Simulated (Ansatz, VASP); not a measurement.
One calculation of KZnF3, two programs

File INCAR:

```
SYSTEM = KZnF3
PREC = Accurate
ENCUT = 600
EDIFF = 1E-7
ISMEAR = 0
SIGMA = 0.02
LREAL = .False.
LASPH = .True.
NELM = 120
ALGO = Normal
ISIF = 3
LWAVE = .False.
LCHARG = .False.
GGA = PE
IBRION = 2
NSW = 100
EDIFFG = -0.01
GGA_COMPAT = .False.
NELMIN = 4
```

File KPOINTS:

```
Automatic mesh
0
Gamma
  6 6 6
  0 0 0
```

Contents of POSCAR:

```
KZnF3
1.0
    4.1316726657      0.0000000000      0.0000000000
    0.0000000000      4.1316726657      0.0000000000
    0.0000000000      0.0000000000      4.1316726657
K Zn F
1 1 3
Direct
    0.0000000000      0.0000000000      0.0000000000
    0.5000000000      0.5000000000      0.5000000000
    0.5000000000      0.5000000000      0.0000000000
    0.0000000000      0.5000000000      0.5000000000
    0.5000000000      0.0000000000      0.5000000000
```

Input for Ansatz:

```yaml
crystal:
  lattice:
    - [4.1316726657, 0.0, 0.0]
    - [0.0, 4.1316726657, 0.0]
    - [0.0, 0.0, 4.1316726657]
  atoms:
    - { symbol: K, position: [0.0, 0.0, 0.0] }
    - { symbol: Zn, position: [0.5, 0.5, 0.5] }
    - { symbol: F, position: [0.5, 0.5, 0.0] }
    - { symbol: F, position: [0.0, 0.5, 0.5] }
    - { symbol: F, position: [0.5, 0.0, 0.5] }
basis:
  ecutwfc: 420
kpoints:
  mp_grid: { grid: [6, 6, 6] }
hamiltonian:
  xc: pbe
scf:
  occupations: { method: gaussian, width: 0.02 }
output:
  forces: true
  stress: true
  eigenvalues: true
  write_density: true
  write_potential: true
  elf: true
  volumetric_format: npy
relax:
  adjacent_minimum: "off"
  f_tol: 0.01
  max_steps: 80
  cell: { stress_tol: 0.05 }
```

Change from the starting cell: species swapped into the SrHfO3 type (Pm-3m, No. 221).

Alike in both runs: task relaxation of cell and atoms; functional PBE; k mesh 6 × 6 × 6; occupations gaussian, width 0.02 eV; no spin polarisation.

|  | VASP | Ansatz |
| --- | --- | --- |
| version | VASP 6.6.1 | Ansatz 0.2.0 |
| potentials or method | VASP PAW PBE potentials, release 64 (K_sv, Zn, F), cutoff 600 eV | scalar-relativistic, plane waves, PAW |
| valence electrons in the cell | 42 | 42 |

|  | VASP | Ansatz | Ansatz less VASP |
| --- | --- | --- | --- |
| gap on the k mesh at the Fermi level, each at its own relaxed structure (eV) | 3.64 | 3.71 | +0.068 |
| relaxed volume (Å³/atom) | 14.11 | 14.07 | -0.038 |
| relaxed length of the cell vector where the two differ most in proportion (Å) | 4.132 | 4.128 | -0.0037 |

Noted on VASP's run: the relaxation stopped at its first step, so nothing moved.
